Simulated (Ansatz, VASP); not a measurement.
Two plane-wave programs on Ru

```
Ru
1.0
     0.00000    1.87370    1.87370
     1.87370    0.00000    1.87370
     1.87370    1.87370    0.00000
Ru
1
Direct
  0.00000 0.00000 0.00000
```

Alike in both runs: task single point; functional LDA; k mesh 16 × 16 × 16; occupations fermi-dirac, width 0.1 eV; no spin polarisation.

|  | VASP | Ansatz |
| --- | --- | --- |
| version | VASP 6.6.1 | Ansatz 0.2.0 |
| potentials or method | VASP PAW LDA potentials, release 64 (Ru_sv), cutoff 560 eV | plane waves (420 eV) with PAW, scalar-relativistic |
| valence electrons in the cell | 16 | 16 |

|  | VASP | Ansatz | Ansatz less VASP |
| --- | --- | --- | --- |
| pressure (GPa) | 0.4 | -0.1 | -0.49 |

Ansatz warns that its potentials were made for another functional, while VASP's fit it. LDA's correlation is that of Perdew and Zunger in VASP and of Perdew and Wang (1992) in Ansatz.
